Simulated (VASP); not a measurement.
Write the native input for VASP 6.6.1 that does the following.

* Task: single point
* Functional: PBE
* Potentials or basis: VASP PAW PBE potentials, release 64 (La, Nb_sv, O)
* Cutoff: 520 eV
* k mesh: 4 × 4 × 4
* Occupations: gaussian, width 0.15 eV
* Spin: no spin polarisation
* Dipole correction: no
* Further INCAR settings: ALGO = Normal; EDIFF = 1e-06; NBANDS = 42

The structure of La2NbO5 lies in POSCAR:

```
La2NbO5
1.0
   -2.0078142871      2.0078142871      7.0847257704
    2.0078142871     -2.0078142871      7.0847257704
    2.0078142871      2.0078142871     -7.0847257704
La Nb O
2 1 5
Direct
    0.3398462515      0.3398462515      0.0000000000
    0.6601537485      0.6601537485      0.0000000000
    0.0000000000      0.0000000000      0.0000000000
   -0.0056751753      0.4943248247      0.5000000000
    0.5056751753      0.0056751753      0.5000000000
    0.1385406417      0.1385406417      0.0000000000
    0.8614593583      0.8614593583      0.0000000000
    0.2500000000      0.7500000000      0.5000000000
```

This cell differs from its parent crystal: with an interstitial atom.

One way to write it, as run:

INCAR

```
ALGO = Normal ; EDIFF = 1E-6
ENCUT = 520 ; GGA = PE
ISIF = 2 ; ISMEAR = 0
LASPH = True ; LCHARG = False
LREAL = False ; LWAVE = False
NBANDS = 42 ; NELM = 100
PREC = Accurate ; SIGMA = 0.15
```

KPOINTS

```
k-points
0
Gamma
  4 4 4
```

Potentials or basis: VASP PAW PBE potentials, release 64 (La, Nb_sv, O).

Command:

```bash
$ cat potpaw_PBE.64/La/POTCAR potpaw_PBE.64/Nb_sv/POTCAR potpaw_PBE.64/O/POTCAR > POTCAR
$ mpirun -np 1 vasp_std > vasp.out
```

Results of the run:

| Quantity | Value |
| --- | --- |
| Pressure | -0.2 GPa |
| Largest force | 0.046 eV/Å |
| Band gap on the k mesh | zero (an odd number of electrons rules out a gap without spin polarisation) |

Caveat: the k points lie up to 0.41 Å⁻¹ apart, too coarse for converged energies and pressures of a metal; the cell differs from its parent crystal (with an interstitial atom); spin-orbit coupling is left out, which moves the levels of the heavy elements; an odd number of electrons without spin polarisation forces a metal; a magnetic or distorted state may lie lower.

Wall time 2.8 min on 1 thread of Intel(R) Xeon(R) 6975P-C (Granite Rapids), with other jobs on the host, peak memory 0.49 GiB.
